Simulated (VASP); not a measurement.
Wanted: the native input for a VASP 6.6.1 run.

- Task: relaxation of cell and atoms
- Functional: PBEsol
- Potentials or basis: VASP PAW PBE potentials, release 64 (H, Br)
- Cutoff: 600 eV
- k mesh: 10 × 10 × 10
- Occupations: gaussian, width 0.02 eV
- Spin: no spin polarisation
- Target pressure: 3 GPa
- Dipole correction: no
- Further INCAR settings: ALGO = Normal; EDIFF = 1e-06; IBRION = 2; EDIFFG = -0.008; NSW = 70; ISIF = 3

The structure of HBr lies in POSCAR:

```
HBr
1.0
    0.0000000000      3.8146010654      3.8148394371
    1.6554756726      0.0000000000      3.8148394371
    1.6554756726      3.8146010654      0.0000000000
H Br
1 1
Direct
    0.0000000000      0.0000000000      0.0000000000
    0.5000000000      0.5000000000      0.5000000000
```

These files were run (other wordings do the same):

INCAR

```
PREC     = Accurate       # precision mode
ENCUT    = 600            # plane-wave cutoff, eV
EDIFF    = 1E-6           # SCF threshold, eV
ISMEAR   = 0              # smearing method
SIGMA    = 0.02           # smearing width, eV
LREAL    = False          # projectors in reciprocal space
LASPH    = True           # aspherical terms in the spheres
NELM     = 80             # most SCF steps
ALGO     = Normal         # electronic algorithm
ISIF     = 3              # what is computed and relaxed
LWAVE    = False          # write WAVECAR
LCHARG   = False          # write CHGCAR
GGA      = PS             # functional
IBRION   = 2              # ionic algorithm
NSW      = 70             # ionic steps
EDIFFG   = -0.008         # ionic threshold
PSTRESS  = 30.0
```

KPOINTS

```
regular mesh
0
Gamma
  10 10 10
```

Potentials or basis: VASP PAW PBE potentials, release 64 (H, Br).

Launch:

```bash
$ cat potpaw_PBE.64/H/POTCAR potpaw_PBE.64/Br/POTCAR > POTCAR
$ mpirun -np 1 vasp_std > vasp.out
```

It gave:

* Relaxed volume: 17.49 Å³/atom
* Relaxed cell: a = 4.590 Å, b = 3.646 Å, c = 3.646 Å, α = 78.04°, β = 50.98°, γ = 50.98°
* Space group after relaxing (to 0.1 Å): I4/mmm (No. 139)
* Energy change on relaxing (the run minimises the enthalpy): +39.1 meV/atom
* Ionic steps: 15
* Pressure after relaxing: 3.0 GPa
* Band gap on the k mesh: 0.28 eV (least direct gap 0.82 eV)

Caveat: the cell is relaxed towards a set pressure, so the run minimises the enthalpy, not the energy; the volume moved by over 15 % at a fixed basis, so the end points are rough; the PAW data sets were made with another functional, which shifts forces and pressure a little.

It took 6 min on 1 thread of Intel(R) Xeon(R) 6975P-C (Granite Rapids) (shared host), peak memory 0.3 GiB.
